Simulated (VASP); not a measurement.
HfC:

```
Hf C
1.0
     0.00000    2.32500    2.32500
     2.32500    0.00000    2.32500
     2.32500    2.32500    0.00000
Hf C
1 1
Cartesian
  2.3250 2.3250 2.3250
  0.0000 0.0000 0.0000
```

Base run:

```yaml
Program: VASP 6.6.1
Functional: RPBE
Potentials_or_basis: VASP PAW PBE potentials, release 64 (Hf_pv, C)
Cutoff: 520 eV
k_mesh: 10 × 10 × 10
Occupations: fermi-dirac, width 0.05 eV
Spin: no spin polarisation
```

Its results: band gap on the k mesh zero (bands 7 and 8 overlap by 1.41 eV); pressure 3.5 GPa.

Question: The run is repeated on the same cell with these changes: functional from RPBE to BLYP. What comes out?

Answer: Band gap on the k mesh zero (bands 7 and 8 overlap by 1.36 eV); pressure 7.6 GPa.

Caveats: the cell stands under pressure; the PAW data sets were made with another functional, which shifts forces and pressure a little; spin-orbit coupling is left out, which moves the levels of the heavy elements.
